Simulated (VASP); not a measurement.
Hf: single point with HSE06

Crystal: Hf.

```xyz
1
Lattice="-1.7682 1.7682 1.7682 1.7682 -1.7682 1.7682 1.7682 1.7682 -1.7682" Properties=species:S:1:pos:R:3 pbc="T T T"
Hf    0.0000    0.0000    0.0000
```

This isn't the form of Hf at room conditions, which is hcp.

```yaml
Program: VASP 6.6.1
Task: single point
Functional: HSE06
Potentials_or_basis: VASP PAW PBE potentials, release 64 (Hf_pv)
Cutoff: 520 eV
k_mesh: 6 × 6 × 6
Occupations: fermi-dirac, width 0.05 eV
Spin: no spin polarisation
```

```
Pressure               : 2.7 GPa
Band gap on the k mesh : zero (bands 5 and 6 overlap by 2.98 eV)
```

Levels at points of the mesh, in eV from the Fermi level:
```tsv
k point	band 1	band 2	band 3	band 4	band 5	band 6	band 7	band 8	band 9	band 10
(0.00, 0.00, 0.00)	-32.21	-32.21	-32.21	-8.20	2.10	2.10	2.10	5.00	5.00	14.18
(0.50, 0.00, 0.00)	-33.15	-32.50	-32.22	-3.95	-0.41	0.82	4.82	5.86	8.53	11.19
(0.50, 0.50, 0.50)	-32.84	-32.84	-32.84	-3.19	-3.19	7.66	7.66	7.66	7.87	7.87
```

Run time: 15 min on 1 thread of Intel(R) Xeon(R) Platinum 8375C CPU @ 2.90GHz (Ice Lake) (shared host), peak memory 0.24 GiB.

Caveat: the k points lie up to 0.42 Å⁻¹ apart, too coarse for converged energies and pressures of a metal; the PAW data sets were made with another functional, which shifts forces and pressure a little; spin-orbit coupling is left out, which moves the levels of the heavy elements.
